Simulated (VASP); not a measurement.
# Pb (Im-3m) in VASP: a series of runs, part 2 of 3

VASP 6.6.1. The steps go on from the part before.

## (3) Single point, PBEsol

This run uses another cell than the first one, of 32.27 Å³/atom, 1.040 times its volume.

Contents of INCAR:

```
SYSTEM = Pb
PREC     = Accurate       ! precision mode
ENCUT    = 520            ! plane-wave cutoff, eV
EDIFF    = 1E-6           ! SCF threshold, eV
ISMEAR   = -1             ! smearing method
SIGMA    = 0.05           ! smearing width, eV
LREAL    = .FALSE.        ! projectors in reciprocal space
LASPH    = .TRUE.         ! aspherical terms in the spheres
NELM     = 100            ! most SCF steps
ALGO     = Normal         ! electronic algorithm
ISIF     = 2              ! what is computed and relaxed
LWAVE    = .FALSE.        ! write WAVECAR
LCHARG   = .FALSE.        ! write CHGCAR
GGA      = PS             ! functional
NBANDS   = 13             ! bands
```

Contents of KPOINTS:

```
regular mesh
0
G
  9 9 9
  0 0 0
```

Contents of POSCAR:

```
Pb
1.0
   -2.0057107064      2.0057107064      2.0057107064
    2.0057107064     -2.0057107064      2.0057107064
    2.0057107064      2.0057107064     -2.0057107064
Pb
1
Direct
    0.0000000000      0.0000000000      0.0000000000
```

Potentials or basis: VASP PAW PBE potentials, release 64 (Pb_d).

Command:

```
$ cat potpaw_PBE.64/Pb_d/POTCAR > POTCAR
$ mpirun -np 1 vasp_std > vasp.out
```

OUTCAR:

```text
SYSTEM = Pb
   PREC = Accurate
   ENCUT = 520
   EDIFF = 1E-6
   ISMEAR = -1
   LREAL = .FALSE.
   LASPH = .TRUE.
   NELM = 100
   ISIF = 2
   GGA = PS

 ion  position               nearest neighbor table
   1  0.000  0.000  0.000-

  LATTYP: Found a body centered cubic cell.
 ALAT       =     4.0114214128

  Lattice vectors:

 A1 = (  -2.0057107064,   2.0057107064,   2.0057107064)
 A2 = (   2.0057107064,  -2.0057107064,   2.0057107064)
 A3 = (   2.0057107064,   2.0057107064,  -2.0057107064)

Analysis of symmetry for initial positions (statically):
=====================================================================
 Subroutine PRICEL returns:
 Original cell was already a primitive cell.

 Routine SETGRP: Setting up the symmetry group for a
 body centered cubic supercell.

 Subroutine GETGRP returns: Found 48 space group operations
 (whereof 48 operations were pure point group operations)
 out of a pool of 48 trial point group operations.

The static configuration has the point symmetry O_h .

Analysis of symmetry for dynamics (positions and initial velocities):
=====================================================================
[... 161 lines left out ...]
 Fermi energy:         6.4441547110

 k-point     1 :       0.0000    0.0000    0.0000
  band No.  band energies     occupation
      1     -10.5863      2.00000
      2     -10.5863      2.00000
      3     -10.5863      2.00000
      4     -10.3832      2.00000
      5     -10.3832      2.00000
      6      -4.9428      2.00000
      7      13.5199      0.00000
      8      13.5199      0.00000
      9      13.5199      0.00000
     10      17.3382      0.00000
     11      17.4297      0.00000
     12      17.4297      0.00000
     13      17.4297      0.00000
[... 354 lines left out ...]
  band No.  band energies     occupation
      1     -10.5820      2.00000
      2     -10.5341      2.00000
      3     -10.4512      2.00000
      4     -10.3984      2.00000
      5     -10.2811      2.00000
      6      -0.9938      2.00000
      7       3.3854      2.00000
      8       7.0823      0.00001
      9      10.7493      0.00000
     10      14.9694      0.00000
     11      16.3589      0.00000
     12      17.2071      0.00000
     13      18.8561      0.00000

 [... further k-points ...]
[... 5 lines left out ...]
  --------------------------------------------------------------------------------------
  -------------------------------------------------------------------------------------
  Total       -0.6666746     -0.6666746     -0.6666746      0.0000000      0.0000000      0.0000000
  in kB      -33.0947882    -33.0947882    -33.0947882      0.0000000      0.0000000      0.0000000
  external PRESSURE =     -33.0947882 kB  Pullay stress =       0.0000000 kB

 VOLUME and BASIS-vectors are now :
 -----------------------------------------------------------------------------
  energy-cutoff  :      520.00
  volume of cell :       32.27
      direct lattice vectors                 reciprocal lattice vectors
    -2.005710706  2.005710706  2.005710706     0.000000000  0.249288194  0.249288194
     2.005710706 -2.005710706  2.005710706     0.249288194  0.000000000  0.249288194
     2.005710706  2.005710706 -2.005710706     0.249288194  0.249288194  0.000000000

 POSITION                                       TOTAL-FORCE (eV/Angst)
 -----------------------------------------------------------------------------------
      0.00000      0.00000      0.00000         0.000000      0.000000      0.000000
 -----------------------------------------------------------------------------------
    total drift:                               -0.000000     -0.000000     -0.000000

  FREE ENERGIE OF THE ION-ELECTRON SYSTEM (eV)
  ---------------------------------------------------
  free  energy   TOTEN  =        -3.9193130965 eV

  energy  without entropy=       -3.9115452935  energy(sigma->0) =       -3.91542919
```

stdout:

```text
POSCAR found type information on POSCAR Pb
 POSCAR found :  1 types and       1 ions
 scaLAPACK will be used
 -----------------------------------------------------------------------------
|                                                                             |
|                                                                             |
|     You enforced a specific xc type in the INCAR file but a different       |
|     I HOPE YOU KNOW WHAT YOU ARE DOING!                                     |
|                                                                             |
 -----------------------------------------------------------------------------

 LDA part: xc-table for (Slater+PW92), standard interpolation
 POSCAR, INCAR and KPOINTS ok, starting setup
 FFT: planning ... GRIDC
 FFT: planning ... GRID_SOFT
 FFT: planning ... GRID
 WAVECAR not read
 entering main loop
```

Run time: 11 s. Hardware: 1 thread of Intel Xeon 6975P-C, shared host; peak memory 0.16 GiB.

Results:

* Free energy: -3.9193 eV
* Pressure: -3.3 GPa
* Band gap on the k mesh: zero (band 7 reaches 13.52 eV, above the bottom of band 8 at 4.51 eV)

Levels at points of the mesh, in eV from the Fermi level:
```tsv
k point	band 4	band 5	band 6	band 7	band 8	band 9	band 10	band 11
(0.00, 0.00, 0.00)	-16.83	-16.83	-11.39	7.08	7.08	7.08	10.89	10.99
```

Caveat: the PAW data sets were made with another functional, which shifts forces and pressure a little; spin-orbit coupling is left out, which moves the levels of the heavy elements.

## (4) Single point, PBE

Contents of INCAR:

```
SYSTEM = Pb
ALGO = Normal
EDIFF = 1E-6
ENCUT = 500
GGA = PE
GGA_COMPAT = .False.
ISIF = 2
ISMEAR = 0
LASPH = .True.
LCHARG = .False.
LREAL = .False.
LWAVE = .False.
NBANDS = 13
NELM = 120
PREC = Accurate
SIGMA = 0.027000000000000003
```

Contents of KPOINTS:

```
k-points
0
Gamma
  9 9 9
  0 0 0
```

Contents of POSCAR:

```
Pb
1.0
   -1.9796595667      1.9796595667      1.9796595667
    1.9796595667     -1.9796595667      1.9796595667
    1.9796595667      1.9796595667     -1.9796595667
Pb
1
Direct
    0.0000000000      0.0000000000      0.0000000000
```

Potentials or basis: VASP PAW PBE potentials, release 64 (Pb_d).

Command:

```
$ cat potpaw_PBE.64/Pb_d/POTCAR > POTCAR
$ mpirun -np 1 vasp_std > vasp.out
```

OUTCAR:

```text
SYSTEM = Pb
   EDIFF = 1E-6
   ENCUT = 500
   GGA = PE
   ISIF = 2
   ISMEAR = 0
   LASPH = .True.
   LREAL = .False.
   NELM = 120
   PREC = Accurate

 ion  position               nearest neighbor table
   1  0.000  0.000  0.000-

  LATTYP: Found a body centered cubic cell.
 ALAT       =     3.9593191334

  Lattice vectors:

 A1 = (  -1.9796595667,   1.9796595667,   1.9796595667)
 A2 = (   1.9796595667,  -1.9796595667,   1.9796595667)
 A3 = (   1.9796595667,   1.9796595667,  -1.9796595667)

Analysis of symmetry for initial positions (statically):
=====================================================================
 Subroutine PRICEL returns:
 Original cell was already a primitive cell.

 Routine SETGRP: Setting up the symmetry group for a
 body centered cubic supercell.

 Subroutine GETGRP returns: Found 48 space group operations
 (whereof 48 operations were pure point group operations)
 out of a pool of 48 trial point group operations.

The static configuration has the point symmetry O_h .

Analysis of symmetry for dynamics (positions and initial velocities):
=====================================================================
 Subroutine PRICEL returns:
 Original cell was already a primitive cell.

 Routine SETGRP: Setting up the symmetry group for a
 body centered cubic supercell.

 Subroutine GETGRP returns: Found 48 space group operations
 (whereof 48 operations were pure point group operations)
 out of a pool of 48 trial point group operations.

The dynamic configuration has the point symmetry O_h .

 Subroutine INISYM returns: Found 48 space group operations
 (whereof 48 operations are pure point group operations),
 and found     1 'primitive' translations

----------------------------------------------------------------------------------------

                                     Primitive cell

  volume of cell :      31.0336

[... 108 lines left out ...]
  Fermi-wavevector in a.u.,A,eV,Ry     =   1.255568  2.372680 21.448927  1.576452
  Thomas-Fermi vector in A             =   2.389319
   LORBIT       =      0    0 simple, 1 ext, 2 COOP (PROOUT), +10 PAW based schemes
   GGA     = PE    functional components
   LHFCALC =     F    Hartree Fock is set to
   AEXX    =    0.0000 exact exchange contribution
   IVDW    =     0    specifies the selected vdW correction
   LEPSILON=     F    determine dielectric tensor
   LRPA    =     F    only Hartree local field effects (RPA)
 non-spin polarized calculation
 Gauss-broadening in eV      SIGMA  =   0.03
  energy-cutoff  :      500.00
  volume of cell :       31.03
 maximum number of plane-waves:       794
 NGX is ok and might be reduce to    28
   NGX = 13   NGY = 13   NGZ = 13

 number of electron      14.0000002 magnetization

 Free energy of the ion-electron system (eV)
  ---------------------------------------------------
  ext. energy  EPLUGINS =         0.00000000
  ---------------------------------------------------
  free energy    TOTEN  =        -3.50263893 eV

  energy without entropy =       -3.50252658  energy(sigma->0) =       -3.50258276

 E-fermi :   7.1398     XC(G=0): -10.0815

 val. band max:        6.9589086449   @ k =   0.3333   0.2222   0.0000
 cond. band min:       7.1728446267   @ k =  -0.2222   0.3333   0.1111
 fundamental gap:      0.2139359818
 Fermi energy:         7.1397538738

 k-point     1 :       0.0000    0.0000    0.0000
  band No.  band energies     occupation
      1     -10.1022      2.00000
      2     -10.1022      2.00000
      3     -10.1022      2.00000
      4      -9.8775      2.00000
      5      -9.8775      2.00000
      6      -4.5830      2.00000
      7      14.4595      0.00000
      8      14.4595      0.00000
      9      14.4595      0.00000
     10      18.1002      0.00000
     11      18.1002      0.00000
     12      18.1002      0.00000
     13      18.5377      0.00000
[... 354 lines left out ...]
  band No.  band energies     occupation
      1     -10.0992      2.00000
      2     -10.0475      2.00000
      3      -9.9538      2.00000
      4      -9.8948      2.00000
      5      -9.7640      2.00000
      6      -0.3810      2.00000
      7       3.8496      2.00000
      8       7.7020      0.00000
      9      11.5274      0.00000
     10      15.7797      0.00000
     11      17.1891      0.00000
     12      17.9867      0.00000
     13      19.7351      0.00000

 [... further k-points ...]
[... 5 lines left out ...]
  --------------------------------------------------------------------------------------
  -------------------------------------------------------------------------------------
  Total        0.1268803      0.1268803      0.1268803     -0.0000000      0.0000000     -0.0000000
  in kB        6.5504815      6.5504815      6.5504815     -0.0000000      0.0000000     -0.0000000
  external PRESSURE =       6.5504815 kB  Pullay stress =       0.0000000 kB

 VOLUME and BASIS-vectors are now :
 -----------------------------------------------------------------------------
  energy-cutoff  :      500.00
  volume of cell :       31.03
      direct lattice vectors                 reciprocal lattice vectors
    -1.979659567  1.979659567  1.979659567     0.000000000  0.252568678  0.252568678
     1.979659567 -1.979659567  1.979659567     0.252568678  0.000000000  0.252568678
     1.979659567  1.979659567 -1.979659567     0.252568678  0.252568678  0.000000000

 POSITION                                       TOTAL-FORCE (eV/Angst)
 -----------------------------------------------------------------------------------
      0.00000      0.00000      0.00000        -0.000000      0.000000     -0.000000
 -----------------------------------------------------------------------------------
    total drift:                               -0.000000     -0.000000     -0.000000

  FREE ENERGIE OF THE ION-ELECTRON SYSTEM (eV)
  ---------------------------------------------------
  free  energy   TOTEN  =        -3.5026389325 eV

  energy  without entropy=       -3.5025265796  energy(sigma->0) =       -3.50258276
```

OSZICAR:

```text
N       E                     dE             d eps       ncg     rms          rms(c)
DAV:   1     0.106715534187E+03    0.10672E+03   -0.69653E+03   920   0.123E+03
DAV:   2     0.151622548694E+01   -0.10520E+03   -0.10209E+03   945   0.303E+02
DAV:   3    -0.339884235097E+01   -0.49151E+01   -0.48910E+01  1174   0.723E+01
DAV:   4    -0.351024810921E+01   -0.11141E+00   -0.11139E+00  1110   0.116E+01
DAV:   5    -0.351498330477E+01   -0.47352E-02   -0.47351E-02  1281   0.213E+00    0.527E-01
DAV:   6    -0.350494304631E+01    0.10040E-01   -0.14057E-02  1130   0.210E+00    0.268E-01
DAV:   7    -0.350268198827E+01    0.22611E-02   -0.60912E-03  1183   0.126E+00    0.963E-02
DAV:   8    -0.350263845444E+01    0.43534E-04   -0.42703E-04  1115   0.314E-01    0.935E-03
DAV:   9    -0.350263953109E+01   -0.10767E-05   -0.80518E-06  1328   0.383E-02    0.457E-03
DAV:  10    -0.350263893247E+01    0.59862E-06   -0.79857E-07   835   0.773E-03
   1 F= -.35026389E+01 E0= -.35025828E+01  d E =-.112353E-03
```

Run time: 6.8 s. Hardware: 1 thread of Intel Xeon 6975P-C (Granite Rapids), shared host; peak memory 0.15 GiB.

What came out:

```
Free energy            : -3.5026 eV
Pressure               : 0.7 GPa
Band gap on the k mesh : zero (band 7 reaches 14.46 eV, above the bottom of band 8 at 5.02 eV)
```

Levels at points of the mesh, in eV from the Fermi level:
```
           k point  band 5  band 6  band 7  band 8  band 9  band 10
(0.00, 0.00, 0.00)  -17.02  -11.72    7.32    7.32    7.32    10.96
```

Caveat: spin-orbit coupling is left out, which moves the levels of the heavy elements.

(Part 2 of 3 ends here.)
